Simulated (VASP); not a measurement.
# O (Im-3m) in VASP: further runs

Runs on O. Level: PBE. Tasks: single point.

Everything below comes from runs of VASP 6.6.1. Logs are shortened: lines on timing, memory, paths and dates and some standing lists are left out, and cuts for length are marked.

## Step 1: The cell of the first run

It takes space group Im-3m (No. 229, cubic). Conventional cell: a = 2.394 Å, b = 2.394 Å, c = 2.394 Å, α = 90.00°, β = 90.00°, γ = 90.00°. Within 2.7 Å of O (site symmetry m-3m) lie 14 O at 2.07 to 2.39 Å.

## Step 2: Single point, PBE

Contents of INCAR:

```
SYSTEM = O
  PREC = Accurate
  ENCUT = 520
  EDIFF = 1E-7
  ISMEAR = -1
  SIGMA = 0.05
  LREAL = .False.
  LASPH = .True.
  NELM = 80
  ALGO = Normal
  ISIF = 2
  LWAVE = .False.
  LCHARG = .False.
  GGA = PE
  NBANDS = 9
```

Contents of KPOINTS:

```
Automatic mesh
0
Gamma
  20 20 20
  0 0 0
```

Contents of POSCAR:

```
O
1.0
   -1.1970799085      1.1970799085      1.1970799085
    1.1970799085     -1.1970799085      1.1970799085
    1.1970799085      1.1970799085     -1.1970799085
O
1
Direct
    0.0000000000      0.0000000000      0.0000000000
```

Potentials or basis: VASP PAW PBE potentials, release 64 (O).

On the command line:

```bash
$ cat potpaw_PBE.64/O/POTCAR > POTCAR
$ mpirun -np 1 vasp_std > vasp.out
```

OUTCAR:

```text
SYSTEM = O
   PREC = Accurate
   ENCUT = 520
   EDIFF = 1E-7
   ISMEAR = -1
   LREAL = .False.
   LASPH = .True.
   NELM = 80
   ISIF = 2
   GGA = PE

 ion  position               nearest neighbor table
   1  0.000  0.000  0.000-

  LATTYP: Found a body centered cubic cell.
 ALAT       =     2.3941598170

  Lattice vectors:

 A1 = (  -1.1970799085,   1.1970799085,   1.1970799085)
 A2 = (   1.1970799085,  -1.1970799085,   1.1970799085)
 A3 = (   1.1970799085,   1.1970799085,  -1.1970799085)

Analysis of symmetry for initial positions (statically):
=====================================================================
 Subroutine PRICEL returns:
 Original cell was already a primitive cell.

 Routine SETGRP: Setting up the symmetry group for a
 body centered cubic supercell.

 Subroutine GETGRP returns: Found 48 space group operations
 (whereof 48 operations were pure point group operations)
 out of a pool of 48 trial point group operations.

The static configuration has the point symmetry O_h .

Analysis of symmetry for dynamics (positions and initial velocities):
=====================================================================
 Subroutine PRICEL returns:
 Original cell was already a primitive cell.

 Routine SETGRP: Setting up the symmetry group for a
 body centered cubic supercell.

 Subroutine GETGRP returns: Found 48 space group operations
 (whereof 48 operations were pure point group operations)
 out of a pool of 48 trial point group operations.

The dynamic configuration has the point symmetry O_h .

 Subroutine INISYM returns: Found 48 space group operations
 (whereof 48 operations are pure point group operations),
 and found     1 'primitive' translations

----------------------------------------------------------------------------------------

                                     Primitive cell

  volume of cell :       6.8617

  direct lattice vectors                    reciprocal lattice vectors
    -1.197079908  1.197079908  1.197079908     0.000000000  0.417683061  0.417683061
     1.197079908 -1.197079908  1.197079908     0.417683061  0.000000000  0.417683061
     1.197079908  1.197079908 -1.197079908     0.417683061  0.417683061  0.000000000

  length of vectors
     2.073403222  2.073403222  2.073403222     0.590693049  0.590693049  0.590693049

  position of ions in fractional coordinates (direct lattice)
     0.000000000  0.000000000  0.000000000

  ion indices of the primitive-cell ions
   primitive index   ion index
                 1           1

----------------------------------------------------------------------------------------

 KPOINTS: Automatic mesh

Automatic generation of k-mesh.
 Grid dimensions read from file:
 generate k-points for:   20   20   20

 Generating k-lattice:

  Cartesian coordinates                     Fractional coordinates (reciprocal lattice)
     0.000000000  0.020884153  0.020884153     0.050000000  0.000000000  0.000000000
     0.020884153  0.000000000  0.020884153     0.000000000  0.050000000  0.000000000
     0.020884153  0.020884153  0.000000000     0.000000000  0.000000000  0.050000000

  Length of vectors
     0.029534652  0.029534652  0.029534652

  Shift w.r.t. Gamma in fractional coordinates (k-lattice)
     0.000000000  0.000000000  0.000000000

 Subroutine IBZKPT returns following result:
 ===========================================

 Found    256 irreducible k-points:

 Following reciprocal coordinates:
            Coordinates               Weight
  0.000000  0.000000  0.000000      1.000000
  0.050000  0.000000  0.000000     12.000000
  0.100000  0.000000  0.000000     12.000000
  0.150000  0.000000  0.000000     12.000000
  0.200000  0.000000  0.000000     12.000000
  0.250000  0.000000  0.000000     12.000000
[... 16 lines left out ...]
  0.200000  0.100000 -0.000000     48.000000
  0.250000  0.100000  0.000000     48.000000
 [... further k-points ...]
   k-points           NKPTS =    256   k-points in BZ     NKDIM =    256   number of bands    NBANDS=      9
   number of dos      NEDOS =    301   number of ions     NIONS =      1
   total plane-waves  NPLWV =   4096
   dimension x,y,z NGX =    16 NGY =   16 NGZ =   16
   dimension x,y,z NGXF=    32 NGYF=   32 NGZF=   32
   ions per type =               1
   NGX,Y,Z   is equivalent  to a cutoff of  12.83, 12.83, 12.83 a.u.
   NGXF,Y,Z  is equivalent  to a cutoff of  25.66, 25.66, 25.66 a.u.
 SYSTEM =  O
   PREC   = accura    normal or accurate (medium, high low for compatibility)
   ISTART =      0    job   : 0-new  1-cont  2-samecut
   ICHARG =      2    charge: 1-file 2-atom 10-const
   ISPIN  =      1    spin polarized calculation?
   LNONCOLLINEAR =      F non collinear calculations
   LSORBIT =      F    spin-orbit coupling
   LASPH  =      T    aspherical Exc in radial PAW
   ENCUT  =  520.0 eV  38.22 Ry    6.18 a.u.   3.86  3.86  3.86*2*pi/ulx,y,z
   NELM   =     80;   NELMIN=  2; NELMDL= -5     # of ELM steps
   EDIFF  = 0.1E-06   stopping-criterion for ELM
   LREAL  =      F    real-space projection
   EDIFFG = 0.1E-05   stopping-criterion for IOM
   NSW    =      0    number of steps for IOM
   IBRION =     -1    ionic relax: 0-MD 1-quasi-New 2-CG
   NFREE  =      0    steps in history (QN), initial steepest desc. (CG)
   ISIF   =      2    stress and relaxation
   ISYM   =      2    0-nonsym 1-usesym 2-fastsym
   POTIM  = 0.5000    time-step for ionic-motion
   TEBEG  =    0.0;   TEEND  =   0.0 temperature during run
   PSTRESS=    0.0 pullay stress
   NELECT =       6.0000    total number of electrons
   NUPDOWN=      -1.0000    fix difference up-down
   EMIN   =  10.00;   EMAX   =-10.00  energy-range for DOS
   EFERMI =   0.00;   METHOD = LEGACY
   ISMEAR =    -1;   SIGMA  =   0.05  broadening in eV -4-tet -1-fermi 0-gaus
   EFERMI_NEDOS =   21; number of points for ismear=-14 and -15
   IALGO  =     38    algorithm
   IMIX   =      4    mixing-type and parameters
     AMIX     =   0.40;   BMIX     =  1.00
     AMIX_MAG =   1.60;   BMIX_MAG =  1.00
  volume/ion in A,a.u.               =       6.86        46.30
  Fermi-wavevector in a.u.,A,eV,Ry     =   1.565485  2.958337 33.344366  2.450742
  Thomas-Fermi vector in A             =   2.667954
   LORBIT       =      0    0 simple, 1 ext, 2 COOP (PROOUT), +10 PAW based schemes
   GGA     = PE    functional components
   LHFCALC =     F    Hartree Fock is set to
   AEXX    =    0.0000 exact exchange contribution
   IVDW    =     0    specifies the selected vdW correction
   LEPSILON=     F    determine dielectric tensor
   LRPA    =     F    only Hartree local field effects (RPA)
 non-spin polarized calculation
  energy-cutoff  :      520.00
  volume of cell :        6.86
 maximum number of plane-waves:       196
   NGX =  7   NGY =  7   NGZ =  7

 number of electron       5.9999997 magnetization

 Free energy of the ion-electron system (eV)
  ---------------------------------------------------
  ext. energy  EPLUGINS =         0.00000000
  ---------------------------------------------------
  free energy    TOTEN  =        -2.41296179 eV

  energy without entropy =       -2.40739460  energy(sigma->0) =       -2.41017820

 E-fermi :   3.9735     XC(G=0): -12.9558

 val. band max:        3.9729189269   @ k =   0.3000   0.0500   0.0500
 cond. band min:       3.9940219764   @ k =   0.2000   0.1000   0.1000
 fundamental gap:      0.0211030495
 Fermi energy:         3.9735397833

 k-point     1 :       0.0000    0.0000    0.0000
  band No.  band energies     occupation
      1     -18.9116      2.00000
      2       6.2252      0.00000
      3       6.2252      0.00000
      4       6.2252      0.00000
      5      25.1757      0.00000
      6      42.0036      0.00000
      7      42.0036      0.00000
      8      42.0036      0.00000
      9      46.2344      0.00000

 k-point     2 :       0.0500    0.0000    0.0000
  band No.  band energies     occupation
      1     -18.8212      2.00000
      2       6.0015      0.00000
      3       6.1562      0.00000
      4       6.2143      0.00000
      5      25.3179      0.00000
      6      41.1542      0.00000
      7      41.2480      0.00000
      8      42.2692      0.00000
      9      44.8485      0.00000

 k-point     3 :       0.1000    0.0000    0.0000
  band No.  band energies     occupation
      1     -18.5499      2.00000
      2       5.3580      0.00000
      3       5.9604      0.00000
      4       6.1839      0.00000
      5      25.7090      0.00000
      6      38.7458      0.00000
      7      39.6934      0.00000
      8      43.0536      0.00000
      9      44.4210      0.00000

 k-point     4 :       0.1500    0.0000    0.0000
  band No.  band energies     occupation
      1     -18.1042      2.00000
      2       4.3618      0.00085
      3       5.6646      0.00000
      4       6.1358      0.00000
      5      26.2490      0.00000
      6      36.1359      0.00000
      7      38.0320      0.00000
      8      43.5557      0.00000
      9      44.3176      0.00000
[... 205 lines left out ...]
 k-point    22 :       0.1500    0.1000   -0.0000
  band No.  band energies     occupation
      1     -17.2395      2.00000
      2       2.7730      2.00000
      3       5.1599      0.00000
      4       5.8236      0.00000
      5      27.1016      0.00000
      6      33.4200      0.00000
      7      35.4153      0.00000
      8      42.9674      0.00000
      9      46.5024      0.00000

 k-point    23 :       0.2000    0.1000   -0.0000
  band No.  band energies     occupation
      1     -16.4972      2.00000
      2       1.4957      2.00000
      3       4.6796      0.00000
      4       5.7232      0.00000
      5      27.4521      0.00000
      6      31.9731      0.00000
      7      34.3484      0.00000
      8      43.0193      0.00000
      9      48.1732      0.00000

 k-point    24 :       0.2500    0.1000    0.0000
  band No.  band energies     occupation
      1     -15.6459      2.00000
      2       0.1213      2.00000
      3       4.2127      0.01660
      4       5.6285      0.00000
      5      27.3188      0.00000
      6      31.3290      0.00000
      7      33.4894      0.00000
      8      43.1802      0.00000
      9      49.7542      0.00000

 [... further k-points ...]
[... 5 lines left out ...]
  --------------------------------------------------------------------------------------
  -------------------------------------------------------------------------------------
  Total        1.0875434      1.0875434      1.0875434      0.0000000      0.0000000      0.0000000
  in kB      253.9380304    253.9380304    253.9380304      0.0000000      0.0000000      0.0000000
  external PRESSURE =     253.9380304 kB  Pullay stress =       0.0000000 kB

 VOLUME and BASIS-vectors are now :
 -----------------------------------------------------------------------------
  energy-cutoff  :      520.00
  volume of cell :        6.86
      direct lattice vectors                 reciprocal lattice vectors
    -1.197079908  1.197079908  1.197079908     0.000000000  0.417683061  0.417683061
     1.197079908 -1.197079908  1.197079908     0.417683061  0.000000000  0.417683061
     1.197079908  1.197079908 -1.197079908     0.417683061  0.417683061  0.000000000

 POSITION                                       TOTAL-FORCE (eV/Angst)
 -----------------------------------------------------------------------------------
      0.00000      0.00000      0.00000         0.000000      0.000000      0.000000
 -----------------------------------------------------------------------------------
    total drift:                               -0.000000      0.000000      0.000000

  FREE ENERGIE OF THE ION-ELECTRON SYSTEM (eV)
  ---------------------------------------------------
  free  energy   TOTEN  =        -2.4129617909 eV

  energy  without entropy=       -2.4073946017  energy(sigma->0) =       -2.41017820
```

It took 6.3 s on 1 thread of AMD EPYC 9R45 (Zen 5), shared host; peak memory 0.09 GiB.

What came out:

```yaml
Free_energy: -2.4130 eV
Pressure: 25.4 GPa
Band_gap_on_the_k_mesh: zero (bands 3 and 4 overlap by 5.99 eV)
```

Caveat: the cell stands under pressure.

## Step 3: Single point, PBE

Contents of INCAR:

```
SYSTEM = O
PREC = Accurate
ENCUT = 520
EDIFF = 1E-7
ISMEAR = -1
SIGMA = 0.05
LREAL = .False.
LASPH = .True.
NELM = 80
ALGO = Normal
ISIF = 2
LWAVE = .False.
LCHARG = .True.
GGA = PE
LELF = .True.
LVHAR = .True.
NBANDS = 9
```

KPOINTS is that of step 2.

Contents of POSCAR:

```
O
1.0
   -1.1968818088      1.1968818088      1.1968818088
    1.1968818088     -1.1968818088      1.1968818088
    1.1968818088      1.1968818088     -1.1968818088
O
1
Direct
    0.0000000000      0.0000000000      0.0000000000
```

Potentials or basis: VASP PAW PBE potentials, release 64 (O).

On the command line:

```bash
$ cat potpaw_PBE.64/O/POTCAR > POTCAR
$ mpirun -np 1 vasp_std > vasp.out
```

Run time: 6.5 s. Hardware: 1 thread of AMD EPYC 9R45 (Zen 5), shared host; peak memory 0.09 GiB.

It converged, with:

```yaml
Free_energy: -2.4124 eV
Pressure: 25.5 GPa
Band_gap_on_the_k_mesh: zero (bands 3 and 4 overlap by 6.00 eV)
```

Levels at points of the mesh, in eV from the Fermi level:
| k point | band 1 | band 2 | band 3 | band 4 | band 5 | band 6 |
| --- | --- | --- | --- | --- | --- | --- |
| (0.00, 0.00, 0.00) | -22.89 | 2.25 | 2.25 | 2.25 | 21.21 | 38.04 |
| (0.50, 0.00, 0.00) | -17.08 | -7.97 | -0.18 | 1.79 | 20.97 | 28.05 |
| (0.50, 0.50, 0.50) | -13.68 | -3.51 | -3.51 | -3.51 | 17.52 | 17.52 |

Caveat: the cell stands under pressure.
